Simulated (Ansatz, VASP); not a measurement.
**Cr2O3 in VASP and in Ansatz**

Contents of INCAR:

```
SYSTEM = Cr2O3
PREC = Accurate
ENCUT = 520
EDIFF = 1E-6
ISMEAR = 0
SIGMA = 0.05
LREAL = .FALSE.
LASPH = .TRUE.
NELM = 150
ALGO = Normal
ISIF = 2
LWAVE = .FALSE.
LCHARG = .TRUE.
ISPIN = 2
MAGMOM = 2.53 2.53 -2.53 -2.53 -0.01 -0.01 -0.01 0.01 0.01 0.01
LORBIT = 11
LMAXMIX = 4
LDAU = .TRUE.
LDAUTYPE = 1
LDAUL = 2 -1
LDAUU = 4 0
LDAUJ = 0.9 0
LDAUPRINT = 1
GGA = PE
LELF = .TRUE.
LVHAR = .TRUE.
NBANDS = 57
```

The input KPOINTS:

```
Automatic mesh
0
G
  5 5 5
  0 0 0
```

File POSCAR:

```
Cr2O3
1.0
    2.4564004400      1.4182034500      4.4896306400
   -2.4564004400      1.4182034500      4.4896306400
    0.0000000000     -2.8364069100      4.4896306400
Cr O
4 6
Direct
    0.8475000000      0.8475000000      0.8475000000
    0.6525000000      0.6525000000      0.6525000000
    0.1525000000      0.1525000000      0.1525000000
    0.3475000000      0.3475000000      0.3475000000
    0.0519000000      0.4481000000      0.7500000000
    0.7500000000      0.0519000000      0.4481000000
    0.4481000000      0.7500000000      0.0519000000
    0.9481000000      0.5519000000      0.2500000000
    0.2500000000      0.9481000000      0.5519000000
    0.5519000000      0.2500000000      0.9481000000
```

Input for Ansatz:

```yaml
crystal:
  lattice:
    - [2.45640044, 1.41820345, 4.48963064]
    - [-2.45640044, 1.41820345, 4.48963064]
    - [0.0, -2.83640691, 4.48963064]
  atoms:
    - { symbol: Cr, position: [0.8475, 0.8475, 0.8475], spin: 1.0 }
    - { symbol: Cr, position: [0.6525, 0.6525, 0.6525], spin: 1.0 }
    - { symbol: Cr, position: [0.1525, 0.1525, 0.1525], spin: -1.0 }
    - { symbol: Cr, position: [0.3475, 0.3475, 0.3475], spin: -1.0 }
    - { symbol: O, position: [0.0519, 0.4481, 0.75] }
    - { symbol: O, position: [0.75, 0.0519, 0.4481] }
    - { symbol: O, position: [0.4481, 0.75, 0.0519] }
    - { symbol: O, position: [0.9481, 0.5519, 0.25] }
    - { symbol: O, position: [0.25, 0.9481, 0.5519] }
    - { symbol: O, position: [0.5519, 0.25, 0.9481] }
basis:
  ecutwfc: 420
  ecutrho_ratio: 4
kpoints:
  mp_grid: { grid: [5, 5, 5] }
hamiltonian:
  xc: pbe
  hubbard:
    sites:
      - { site: 0, l: d, u: 4.0, j: 0.9, starting_ns: [{ spin: up, occupation_matrix: s0up }, { spin: down, occupation_matrix: s0down }] }
      - { site: 1, l: d, u: 4.0, j: 0.9, starting_ns: [{ spin: up, occupation_matrix: s1up }, { spin: down, occupation_matrix: s1down }] }
      - { site: 2, l: d, u: 4.0, j: 0.9, starting_ns: [{ spin: up, occupation_matrix: s2up }, { spin: down, occupation_matrix: s2down }] }
      - { site: 3, l: d, u: 4.0, j: 0.9, starting_ns: [{ spin: up, occupation_matrix: s3up }, { spin: down, occupation_matrix: s3down }] }
    occupation_matrices:
      s0up:
        matrix:
          - [0.02, 0.0, 0.0, 0.0, 0.0]
          - [0.0, 0.02, 0.0, 0.0, 0.0]
          - [0.0, 0.0, 0.97, 0.0, 0.0]
          - [0.0, 0.0, 0.0, 0.97, 0.0]
          - [0.0, 0.0, 0.0, 0.0, 0.02]
      s0down:
        matrix:
          - [0.02, 0.0, 0.0, 0.0, 0.0]
          - [0.0, 0.97, 0.0, 0.0, 0.0]
          - [0.0, 0.0, 0.02, 0.0, 0.0]
          - [0.0, 0.0, 0.0, 0.02, 0.0]
          - [0.0, 0.0, 0.0, 0.0, 0.02]
      s1up:
        matrix:
          - [0.02, 0.0, 0.0, 0.0, 0.0]
          - [0.0, 0.02, 0.0, 0.0, 0.0]
          - [0.0, 0.0, 0.97, 0.0, 0.0]
          - [0.0, 0.0, 0.0, 0.97, 0.0]
          - [0.0, 0.0, 0.0, 0.0, 0.02]
      s1down:
        matrix:
          - [0.02, 0.0, 0.0, 0.0, 0.0]
          - [0.0, 0.97, 0.0, 0.0, 0.0]
          - [0.0, 0.0, 0.02, 0.0, 0.0]
          - [0.0, 0.0, 0.0, 0.02, 0.0]
          - [0.0, 0.0, 0.0, 0.0, 0.02]
      s2up:
        matrix:
          - [0.02, 0.0, 0.0, 0.0, 0.0]
          - [0.0, 0.97, 0.0, 0.0, 0.0]
          - [0.0, 0.0, 0.02, 0.0, 0.0]
          - [0.0, 0.0, 0.0, 0.02, 0.0]
          - [0.0, 0.0, 0.0, 0.0, 0.02]
      s2down:
        matrix:
          - [0.02, 0.0, 0.0, 0.0, 0.0]
          - [0.0, 0.02, 0.0, 0.0, 0.0]
          - [0.0, 0.0, 0.97, 0.0, 0.0]
          - [0.0, 0.0, 0.0, 0.97, 0.0]
          - [0.0, 0.0, 0.0, 0.0, 0.02]
      s3up:
        matrix:
          - [0.02, 0.0, 0.0, 0.0, 0.0]
          - [0.0, 0.97, 0.0, 0.0, 0.0]
          - [0.0, 0.0, 0.02, 0.0, 0.0]
          - [0.0, 0.0, 0.0, 0.02, 0.0]
          - [0.0, 0.0, 0.0, 0.0, 0.02]
      s3down:
        matrix:
          - [0.02, 0.0, 0.0, 0.0, 0.0]
          - [0.0, 0.02, 0.0, 0.0, 0.0]
          - [0.0, 0.0, 0.97, 0.0, 0.0]
          - [0.0, 0.0, 0.0, 0.97, 0.0]
          - [0.0, 0.0, 0.0, 0.0, 0.02]
    ns_hold: { iters: 5 }
scf:
  occupations: { method: gaussian, width: 0.05 }
  lower_state_search: "off"
  max_iter: 150
output:
  forces: true
  stress: true
  eigenvalues: true
  populations: true
  hubbard:
    sites:
      - { site: 0, l: d }
      - { site: 1, l: d }
      - { site: 2, l: d }
      - { site: 3, l: d }
magnetization:
  spin_polarized: true
```

Alike in both runs: task single point; functional PBE; k mesh 5 × 5 × 5; occupations gaussian, width 0.05 eV; collinear spin; Hubbard terms Cr d U = 4.0 eV, J = 0.9 eV.

|  | VASP | Ansatz |
| --- | --- | --- |
| version | VASP 6.6.1 | Ansatz 0.2.0 |
| potentials or method | VASP PAW PBE potentials, release 64 (Cr_pv, O), cutoff 520 eV | scalar-relativistic, plane waves, PAW |
| valence electrons in the cell | 84 | 92 |

|  | VASP | Ansatz | Ansatz less VASP |
| --- | --- | --- | --- |
| gap on the k mesh at the Fermi level (eV) | 3.39 | 3.28 | -0.114 |
| least direct gap on the mesh (eV) | 3.48 | 3.34 | -0.136 |
| pressure (GPa) | 21.4 | 17.8 | -3.57 |
| traceless stress, the component that is largest in VASP (GPa) | 2.40 | 2.37 | -0.027 |
| rms of the force components (eV/Å) | 0.316 | 0.273 | -0.0428 |
| net moment per atom (μB) | 0.00 | 0.00 | 0.000 |
| size of the moment on the site where the two differ most (μB) | 2.76 | 2.30 | -0.459 |

Site moments also hang on the region over which each program counts them. The programs project onto different local orbitals, so the same U acts differently, and such runs can settle in different states. Atom by atom the forces differ by 0.053 eV/Å (rms over components). VASP's potentials hold 84 valence electrons a cell and Ansatz's 92, so a difference there can come from the potentials and not from the codes. Ansatz's warnings: specified occupation not kept, symmetry narrowed by occupation matrices.
